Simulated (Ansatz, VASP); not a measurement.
**Sr: VASP beside Ansatz**

INCAR

```
SYSTEM = Sr
PREC     = Accurate       ! precision mode
ENCUT    = 520            ! plane-wave cutoff, eV
EDIFF    = 1E-8           ! SCF threshold, eV
ISMEAR   = -1             ! smearing method
SIGMA    = 0.08           ! smearing width, eV
LREAL    = .FALSE.        ! projectors in reciprocal space
LASPH    = .TRUE.         ! aspherical terms in the spheres
NELM     = 100            ! most SCF steps
ALGO     = Normal         ! electronic algorithm
ISIF     = 2              ! what is computed and relaxed
LWAVE    = .FALSE.        ! write WAVECAR
LCHARG   = .FALSE.        ! write CHGCAR
GGA      = CA             ! functional
LEFG     = .TRUE.       
NBANDS   = 17             ! bands
```

Contents of KPOINTS:

```
Automatic mesh
0
G
  10 10 5
  0 0 0
```

File POSCAR:

```
Sr
1.0
    4.2669002185      0.0000000000      0.0000000000
   -2.1334501093      3.6952439846      0.0000000000
    0.0000000000      0.0000000000      7.0500000000
Sr
2
Direct
    0.3333333333      0.6666666667      0.2500000000
    0.6666666667      0.3333333333      0.7500000000
```

Input for Ansatz:

```yaml
crystal:
  lattice:
    - [4.2669002185, 0.0, 0.0]
    - [-2.1334501093, 3.6952439846, 0.0]
    - [0.0, 0.0, 7.05]
  atoms:
    - { symbol: Sr, position: [0.3333333333, 0.6666666667, 0.25] }
    - { symbol: Sr, position: [0.6666666667, 0.3333333333, 0.75] }
kpoints:
  mp_grid: { grid: [10, 10, 5] }
scf:
  occupations: { method: fermi_dirac, width: 0.08 }
hamiltonian:
  xc: lda
  pseudopotentials: { kind: paw }
output:
  forces: true
  stress: true
  eigenvalues: true
  efg: { contact_densities: true }
```

Change from the starting cell: equal xx and yy strain of -1 %, PAW files.

Alike in both runs: task electric field gradients; functional LDA; k mesh 10 × 10 × 5; occupations fermi-dirac, width 0.08 eV; no spin polarisation.

```csv
,VASP,Ansatz
version,VASP 6.6.1,Ansatz 0.2.0
potentials or method,"VASP PAW LDA potentials, release 64 (Sr_sv)","PAW with Ansatz's default frozen-core files, scalar-relativistic"
plane-wave cutoff (eV),520,420
valence electrons in the cell,20,20
```

|  | VASP | Ansatz | Ansatz less VASP |
| --- | --- | --- | --- |
| pressure (GPa) | -1.4 | -1.4 | +0.01 |
| traceless stress, the component that is largest in VASP (GPa) | -0.08 | -0.08 | +0.004 |
| size of Vzz on the site where it differs most (V/Å²) | 4.6 | 4.9 | +0.26 |

LDA's correlation is that of Perdew and Zunger in VASP and of Perdew and Wang (1992) in Ansatz.
